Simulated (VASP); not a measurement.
# PbSe (rock salt type) in VASP: a series of runs, part 2 of 2

VASP 6.6.1.

## 3. Single point, PBE

INCAR reads:

```
PREC = Accurate ; ENCUT = 520
EDIFF = 1E-6 ; ISMEAR = -1
SIGMA = 0.02 ; LREAL = F
LASPH = T ; NELM = 80
ALGO = Normal ; ISIF = 2
LWAVE = F ; LCHARG = T
GGA = PE ; LELF = T
LVHAR = T ; NBANDS = 17
```

KPOINTS reads:

```
Automatic mesh
0
Gamma
  6 6 6
```

POSCAR reads:

```
PbSe
1.0
    0.0000000000      3.1050000000      3.1050000000
    3.1050000000      0.0000000000      3.1050000000
    3.1050000000      3.1050000000      0.0000000000
Pb Se
1 1
Direct
    0.0000000000      0.0000000000      0.0000000000
    0.5000000000      0.5000000000      0.5000000000
```

Potentials or basis: VASP PAW PBE potentials, release 64 (Pb_d, Se).

Command:

```sh
> cat potpaw_PBE.64/Pb_d/POTCAR potpaw_PBE.64/Se/POTCAR > POTCAR
> mpirun -np 1 vasp_std > vasp.out
```

OUTCAR:

```text
PREC = Accurate
   ENCUT = 520
   EDIFF = 1E-6
   ISMEAR = -1
   LREAL = F
   LASPH = T
   NELM = 80
   ISIF = 2
   GGA = PE

 ion  position               nearest neighbor table
   1  0.000  0.000  0.000-   2 3.10   2 3.10   2 3.10   2 3.10   2 3.10   2 3.10
   2  0.500  0.500  0.500-   1 3.10   1 3.10   1 3.10   1 3.10   1 3.10   1 3.10

  LATTYP: Found a face centered cubic cell.
 ALAT       =     6.2100000000

  Lattice vectors:

 A1 = (   0.0000000000,   3.1050000000,   3.1050000000)
 A2 = (   3.1050000000,   0.0000000000,   3.1050000000)
 A3 = (   3.1050000000,   3.1050000000,   0.0000000000)

Analysis of symmetry for initial positions (statically):
=====================================================================
 Subroutine PRICEL returns:
 Original cell was already a primitive cell.

 Routine SETGRP: Setting up the symmetry group for a
 face centered cubic supercell.

 Subroutine GETGRP returns: Found 48 space group operations
 (whereof 48 operations were pure point group operations)
 out of a pool of 48 trial point group operations.

The static configuration has the point symmetry O_h .

Analysis of symmetry for dynamics (positions and initial velocities):
=====================================================================
 Subroutine PRICEL returns:
 Original cell was already a primitive cell.

 Routine SETGRP: Setting up the symmetry group for a
 face centered cubic supercell.

 Subroutine GETGRP returns: Found 48 space group operations
 (whereof 48 operations were pure point group operations)
 out of a pool of 48 trial point group operations.

The dynamic configuration has the point symmetry O_h .

 Subroutine INISYM returns: Found 48 space group operations
 (whereof 48 operations are pure point group operations),
 and found     1 'primitive' translations

----------------------------------------------------------------------------------------

                                     Primitive cell
[... 99 lines left out ...]
   IALGO  =     38    algorithm
   IMIX   =      4    mixing-type and parameters
     AMIX     =   0.40;   BMIX     =  1.00
     AMIX_MAG =   1.60;   BMIX_MAG =  1.00
  volume/ion in A,a.u.               =      29.94       202.01
  Fermi-wavevector in a.u.,A,eV,Ry     =   1.135917  2.146572 17.555695  1.290307
  Thomas-Fermi vector in A             =   2.272622
   LORBIT       =      0    0 simple, 1 ext, 2 COOP (PROOUT), +10 PAW based schemes
   GGA     = PE    functional components
   LHFCALC =     F    Hartree Fock is set to
   AEXX    =    0.0000 exact exchange contribution
   IVDW    =     0    specifies the selected vdW correction
   LEPSILON=     F    determine dielectric tensor
   LRPA    =     F    only Hartree local field effects (RPA)
 non-spin polarized calculation
  energy-cutoff  :      520.00
  volume of cell :       59.87
 maximum number of plane-waves:      1639
 NGX is ok and might be reduce to    36
   NGX = 17   NGY = 17   NGZ = 17

 number of electron      20.0000002 magnetization

 Free energy of the ion-electron system (eV)
  ---------------------------------------------------
  ext. energy  EPLUGINS =         0.00000000
  ---------------------------------------------------
  free energy    TOTEN  =        -8.20095930 eV

  energy without entropy =       -8.20095891  energy(sigma->0) =       -8.20095910

 E-fermi :   4.7260     XC(G=0):  -9.3334

 val. band max:        4.5119343233   @ k =   0.5000   0.0000   0.0000
 cond. band min:       4.9400062140   @ k =   0.5000   0.0000   0.0000
 fundamental gap:      0.4280718907
 Fermi energy:         4.7259704016

 k-point     1 :       0.0000    0.0000    0.0000
  band No.  band energies     occupation
      1     -12.2264      2.00000
      2     -12.2264      2.00000
      3     -12.2264      2.00000
      4     -12.2205      2.00000
      5     -12.2205      2.00000
      6      -8.6949      2.00000
[... 297 lines left out ...]
      4     -12.2025      2.00000
      5     -12.1888      2.00000
      6      -7.3976      2.00000
[... 9 lines left out ...]
     16      16.0252      0.00000
     17      17.1694      0.00000

------------------------ aborting loop because EDIFF is reached ----------------------------------------

  FORCE on cell =-STRESS in cart. coord.  units (eV):
  Direction    XX          YY          ZZ          XY          YZ          ZX
  --------------------------------------------------------------------------------------
  -------------------------------------------------------------------------------------
  Total        0.0436818      0.0436818      0.0436818      0.0000000     -0.0000000      0.0000000
  in kB        1.1689515      1.1689515      1.1689515      0.0000000     -0.0000000      0.0000000
  external PRESSURE =       1.1689515 kB  Pullay stress =       0.0000000 kB

 VOLUME and BASIS-vectors are now :
 -----------------------------------------------------------------------------
  energy-cutoff  :      520.00
  volume of cell :       59.87
      direct lattice vectors                 reciprocal lattice vectors
     0.000000000  3.105000000  3.105000000    -0.161030596  0.161030596  0.161030596
     3.105000000  0.000000000  3.105000000     0.161030596 -0.161030596  0.161030596
     3.105000000  3.105000000  0.000000000     0.161030596  0.161030596 -0.161030596

 POSITION                                       TOTAL-FORCE (eV/Angst)
 -----------------------------------------------------------------------------------
      0.00000      0.00000      0.00000         0.000000      0.000000     -0.000000
      3.10500      3.10500      3.10500         0.000000      0.000000      0.000000
 -----------------------------------------------------------------------------------
    total drift:                                0.000000      0.000000      0.000000

  FREE ENERGIE OF THE ION-ELECTRON SYSTEM (eV)
  ---------------------------------------------------
  free  energy   TOTEN  =        -8.2009592962 eV

  energy  without entropy=       -8.2009589061  energy(sigma->0) =       -8.20095910
```

OSZICAR:

```text
N       E                     dE             d eps       ncg     rms          rms(c)
DAV:   1     0.155798800514E+03    0.15580E+03   -0.95553E+03   544   0.120E+03
DAV:   2     0.351225567505E+01   -0.15229E+03   -0.14656E+03   564   0.303E+02
DAV:   3    -0.822286303210E+01   -0.11735E+02   -0.11664E+02   706   0.919E+01
DAV:   4    -0.850820767693E+01   -0.28534E+00   -0.28517E+00   655   0.157E+01
DAV:   5    -0.851834040303E+01   -0.10133E-01   -0.10132E-01   788   0.298E+00    0.271E+00
DAV:   6    -0.820168884777E+01    0.31665E+00   -0.81113E-01   790   0.585E+00    0.147E+00
DAV:   7    -0.819778998092E+01    0.38989E-02   -0.12611E-01   669   0.166E+00    0.847E-01
DAV:   8    -0.820149189354E+01   -0.37019E-02   -0.14995E-02   628   0.128E+00    0.201E-01
DAV:   9    -0.820085462605E+01    0.63727E-03   -0.31368E-03   795   0.510E-01    0.603E-02
DAV:  10    -0.820095183466E+01   -0.97209E-04   -0.24654E-04   597   0.925E-02    0.212E-02
DAV:  11    -0.820095917620E+01   -0.73415E-05   -0.50005E-05   717   0.714E-02    0.712E-03
DAV:  12    -0.820095929618E+01   -0.11999E-06   -0.27341E-06   663   0.117E-02
   1 F= -.82009593E+01 E0= -.82009591E+01  d E =-.390129E-06
```

stdout:

```text
POSCAR found type information on POSCAR PbSe
 POSCAR found :  2 types and       2 ions
 scaLAPACK will be used
 LDA part: xc-table for (Slater+PW92), standard interpolation
 POSCAR, INCAR and KPOINTS ok, starting setup
 FFT: planning ... GRIDC
 FFT: planning ... GRID_SOFT
 FFT: planning ... GRID
 WAVECAR not read
 entering main loop
```

It took 28 s on 1 thread of Intel Xeon 8259CL, shared host; peak memory 0.2 GiB.

Results:

* Free energy: -8.2010 eV
* Pressure: 0.1 GPa
* Band gap on the k mesh: 0.43 eV

Levels at points of the mesh, in eV from the valence-band top:
```tsv
k point	band 8	band 9	band 10	band 11	band 12	band 13
(0.00, 0.00, 0.00)	-1.65	-1.65	-1.65	4.65	4.65	4.65
(0.50, 0.00, 0.00)	-1.28	-1.28	0.00	0.43	1.82	1.82
(0.50, 0.50, 0.00)	-4.60	-2.94	-2.94	3.91	5.48	5.48
```

Caveat: spin-orbit coupling is left out, which moves the levels of the heavy elements. A k mesh can miss the band edges.

## 4. Single point, PBE

INCAR reads:

```
SYSTEM = PbSe
PREC     = Accurate       ! precision mode
ENCUT    = 520            ! plane-wave cutoff, eV
EDIFF    = 1E-6           ! SCF threshold, eV
ISMEAR   = -1             ! smearing method
SIGMA    = 0.02           ! smearing width, eV
LREAL    = .False.        ! projectors in reciprocal space
LASPH    = .True.         ! aspherical terms in the spheres
NELM     = 60             ! most SCF steps
ALGO     = Normal         ! electronic algorithm
ISIF     = 2              ! what is computed and relaxed
LWAVE    = .False.        ! write WAVECAR
LCHARG   = .False.        ! write CHGCAR
GGA      = PE             ! functional
NBANDS   = 17             ! bands
```

KPOINTS reads:

```
Automatic mesh
0
Gamma
  6 6 6
  0 0 0
```

POSCAR is that of step 3.

Command:

```sh
> cat potpaw_PBE.64/Pb_d/POTCAR potpaw_PBE.64/Se/POTCAR > POTCAR
> mpirun -np 1 vasp_std > vasp.out
```

It took 33 s on 1 thread of Intel Xeon 8259CL, shared host; peak memory 0.2 GiB.

It converged, with:

```yaml
Free_energy: -8.2010 eV
Pressure: 0.1 GPa
Band_gap_on_the_k_mesh: 0.43 eV
```

Levels at points of the mesh, in eV from the valence-band top:
```tsv
k point	band 7	band 8	band 9	band 10	band 11	band 12	band 13	band 14
(0.00, 0.00, 0.00)	-6.34	-1.65	-1.65	-1.65	4.65	4.65	4.65	6.64
(0.50, 0.00, 0.00)	-8.54	-1.28	-1.28	0.00	0.43	1.82	1.82	8.53
(0.50, 0.50, 0.00)	-7.28	-4.60	-2.94	-2.94	3.91	5.48	5.48	5.90
```

Caveat: spin-orbit coupling is left out, which moves the levels of the heavy elements. A k mesh can miss the band edges.

## 5. Single point, r2SCAN

POSCAR is that of step 4.

INCAR.step1 reads:

```
PREC = Accurate
ENCUT = 520
ISMEAR = -1
SIGMA = 0.02
LREAL = F
LASPH = T
NELM = 80
NBANDS = 17
GGA = PE
ALGO = Normal
EDIFF = 1E-4
LWAVE = T
LCHARG = F
```

INCAR.step2 reads:

```
PREC = Accurate
ENCUT = 520
EDIFF = 1E-6
ISMEAR = -1
SIGMA = 0.02
LREAL = F
LASPH = T
NELM = 80
ALGO = Normal
ISIF = 2
LWAVE = F
LCHARG = F
METAGGA = R2SCAN
LMIXTAU = T
NBANDS = 17
ISTART = 1
```

KPOINTS reads:

```
Automatic mesh
0
Gamma
  6 6 6
```

Command:

```sh
> cat potpaw_PBE.64/Pb_d/POTCAR potpaw_PBE.64/Se/POTCAR > POTCAR
> cp INCAR.step1 INCAR
> mpirun -np 1 vasp_std > vasp.out
> cp INCAR.step2 INCAR
> mpirun -np 1 vasp_std > vasp.out
```

It took 1.7 min on 1 thread of Intel Xeon 8259CL, shared host; peak memory 0.22 GiB.

It converged, with:

| Quantity | Value |
| --- | --- |
| Free energy | -71.9390 eV |
| Pressure | -0.8 GPa |
| Band gap on the k mesh | 0.72 eV |

Levels at points of the mesh, in eV from the valence-band top:
```csv
k point,band 8,band 9,band 10,band 11,band 12,band 13
"(0.00, 0.00, 0.00)",-1.79,-1.79,-1.79,4.98,4.98,4.98
"(0.50, 0.00, 0.00)",-1.40,-1.40,0.00,0.72,2.05,2.05
"(0.50, 0.50, 0.00)",-4.75,-3.08,-3.08,4.24,5.86,5.86
```

Caveat: the PAW data sets were made with another functional, which shifts forces and pressure a little; spin-orbit coupling is left out, which moves the levels of the heavy elements. A k mesh can miss the band edges.

## 6. Single point, r2SCAN

POSCAR is that of step 5.

INCAR.step1 reads:

```
SYSTEM = PbSe
PREC = Accurate
ENCUT = 520
ISMEAR = -1
SIGMA = 0.02
LREAL = .False.
LASPH = .True.
NELM = 60
NBANDS = 17
GGA = PE
ALGO = Normal
EDIFF = 1E-4
LWAVE = .True.
LCHARG = .False.
```

INCAR.step2 reads:

```
SYSTEM = PbSe
PREC = Accurate
ENCUT = 520
EDIFF = 1E-6
ISMEAR = -1
SIGMA = 0.02
LREAL = .False.
LASPH = .True.
NELM = 60
ALGO = Normal
ISIF = 2
LWAVE = .False.
LCHARG = .True.
METAGGA = R2SCAN
LMIXTAU = .True.
LELF = .True.
LVHAR = .True.
NBANDS = 17
ISTART = 1
```

KPOINTS reads:

```
regular mesh
0
Gamma
  6 6 6
  0 0 0
```

Potentials or basis: VASP PAW PBE potentials, release 64 (Pb_d, Se).

Command:

```sh
> cat potpaw_PBE.64/Pb_d/POTCAR potpaw_PBE.64/Se/POTCAR > POTCAR
> cp INCAR.step1 INCAR
> mpirun -np 1 vasp_std > vasp.out
> cp INCAR.step2 INCAR
> mpirun -np 1 vasp_std > vasp.out
```

Run time: 2 min. Hardware: 1 thread of Intel Xeon 8259CL, shared host; peak memory 0.22 GiB.

It converged, with:

```yaml
Free_energy: -71.9390 eV
Pressure: -0.8 GPa
Band_gap_on_the_k_mesh: 0.72 eV
```

Levels at points of the mesh, in eV from the valence-band top:
| k point | band 6 | band 7 | band 8 | band 9 | band 10 | band 11 | band 12 | band 13 | band 14 | band 15 |
| --- | --- | --- | --- | --- | --- | --- | --- | --- | --- | --- |
| (0.00, 0.00, 0.00) | -13.74 | -6.39 | -1.79 | -1.79 | -1.79 | 4.98 | 4.98 | 4.98 | 7.09 | 7.09 |
| (0.50, 0.00, 0.00) | -12.74 | -8.78 | -1.40 | -1.40 | 0.00 | 0.72 | 2.05 | 2.05 | 9.06 | 10.60 |
| (0.50, 0.50, 0.00) | -12.41 | -7.44 | -4.75 | -3.08 | -3.08 | 4.24 | 5.86 | 5.86 | 6.32 | 11.78 |

Caveat: the PAW data sets were made with another functional, which shifts forces and pressure a little; spin-orbit coupling is left out, which moves the levels of the heavy elements. A k mesh can miss the band edges.

## 7. Summary

| level | cell | k mesh | smearing | gap on the mesh (eV) | pressure (GPa) |
| --- | --- | --- | --- | --- | --- |
| PBE | as given, atomic positions A | 4 × 4 × 4 | fermi-dirac 0.05 eV | 0.44 | 0.2 |
| PBE | as given, atomic positions B | 6 × 6 × 6 | fermi-dirac 0.02 eV | 0.43 | 0.1 |
| r2SCAN | as given, atomic positions B | 6 × 6 × 6 | fermi-dirac 0.02 eV | 0.72 | -0.8 |

Alike in all rows: task single point; potentials or basis VASP PAW PBE potentials, release 64 (Pb_d, Se); no spin polarisation; cutoff (eV) 520.

Caveats: some runs use coarse meshes; spin-orbit coupling is left out, which moves the levels of the heavy elements; the PAW data sets were made with another functional, which shifts forces and pressure a little (at least some runs).

Total energies depend on the potentials used, so only differences within one code and one set of settings carry meaning.
